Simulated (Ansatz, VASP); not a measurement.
Two plane-wave programs on HfO2

INCAR

```
SYSTEM = HfO2
PREC     = Accurate       ! precision mode
ENCUT    = 520            ! plane-wave cutoff, eV
EDIFF    = 1E-6           ! SCF threshold, eV
ISMEAR   = -1             ! smearing method
SIGMA    = 0.05           ! smearing width, eV
LREAL    = .False.        ! projectors in reciprocal space
LASPH    = .True.         ! aspherical terms in the spheres
NELM     = 60             ! most SCF steps
ALGO     = Normal         ! electronic algorithm
ISIF     = 2              ! what is computed and relaxed
LWAVE    = .False.        ! write WAVECAR
LCHARG   = .True.         ! write CHGCAR
GGA      = VW             ! functional
LELF     = .True.         ! ELF
LVHAR    = .True.       
NBANDS   = 56             ! bands
```

KPOINTS

```
regular mesh
0
Gamma
  5 6 5
  0 0 0
```

Contents of POSCAR:

```
HfO2
1.0
    5.2540303499      0.0000000000      0.0000000000
    0.0000000000      5.0379087863      0.0000000000
    0.0000000000      0.0000000000      5.0660150614
Hf O
4 8
Direct
    0.9669940000      0.7325208200      0.7414403500
    0.5330060000      0.7325208200      0.2414403500
    0.4669940000      0.2674791800      0.7414403500
    0.0330060000      0.2674791800      0.2414403500
    0.6321274500      0.9286454000      0.8792672600
    0.8678725500      0.9286454000      0.3792672600
    0.2339485200      0.5398830500      0.4922923900
    0.2660514800      0.5398830500      0.9922923900
    0.7660514800      0.4601169500      0.9922923900
    0.7339485200      0.4601169500      0.4922923900
    0.1321274500      0.0713546000      0.8792672600
    0.3678725500      0.0713546000      0.3792672600
```

input.yaml

```yaml
crystal:
  lattice:
    - [5.2540303499, 0.0, 0.0]
    - [0.0, 5.0379087863, 0.0]
    - [0.0, 0.0, 5.0660150614]
  atoms:
    - { symbol: Hf, position: [0.966994, 0.73252082, 0.74144035] }
    - { symbol: Hf, position: [0.533006, 0.73252082, 0.24144035] }
    - { symbol: Hf, position: [0.466994, 0.26747918, 0.74144035] }
    - { symbol: Hf, position: [0.033006, 0.26747918, 0.24144035] }
    - { symbol: O, position: [0.63212745, 0.9286454, 0.87926726] }
    - { symbol: O, position: [0.86787255, 0.9286454, 0.37926726] }
    - { symbol: O, position: [0.23394852, 0.53988305, 0.49229239] }
    - { symbol: O, position: [0.26605148, 0.53988305, 0.99229239] }
    - { symbol: O, position: [0.76605148, 0.46011695, 0.99229239] }
    - { symbol: O, position: [0.73394852, 0.46011695, 0.49229239] }
    - { symbol: O, position: [0.13212745, 0.0713546, 0.87926726] }
    - { symbol: O, position: [0.36787255, 0.0713546, 0.37926726] }
hamiltonian:
  xc: { exchange: slater, correlation: vwn5 }
  pseudopotentials: { kind: paw }
kpoints:
  mp_grid: { grid: [5, 6, 5] }
scf:
  occupations: { method: fermi_dirac, width: 0.05 }
output:
  forces: true
  stress: true
  eigenvalues: true
```

Alike in both runs: task single point; functional SVWN5; k mesh 5 × 6 × 5; occupations fermi-dirac, width 0.05 eV; no spin polarisation.

|  | VASP | Ansatz |
| --- | --- | --- |
| version | VASP 6.6.1 | Ansatz 0.2.0 |
| potentials or method | VASP PAW PBE potentials, release 64 (Hf_pv, O) | Ansatz PAW |
| plane-wave cutoff (eV) | 520 | 420 |
| valence electrons in the cell | 88 | 152 |

Ansatz gave:

```
gap on the k mesh at the Fermi level (eV)                     : 4.23
least direct gap on the mesh (eV)                             : 4.44
pressure (GPa)                                                : -9.9
traceless stress, the component that is largest in VASP (GPa) : 0.21
rms of the force components (eV/Å)                            : 0.056
```

Which values does VASP return?

gap on the k mesh at the Fermi level (eV): 4.19; least direct gap on the mesh (eV): 4.41; pressure (GPa): -12.8; traceless stress, the component that is largest in VASP (GPa): 0.27; rms of the force components (eV/Å): 0.069.

VASP's potentials were made for PBE, not for SVWN5. Atom by atom the forces differ by 0.025 eV/Å (rms over components). The functional is the same, so the differences come from potentials, cutoffs and numerics. VASP's potentials hold 88 valence electrons a cell and Ansatz's 152, so a difference there can come from the potentials and not from the codes.

Spin-orbit coupling is off throughout. Noted on Ansatz's run: Pulay correction over one GPa; odd divisions of the mesh miss points on the zone boundary, where band edges often lie, so the gap on the mesh can be too wide.
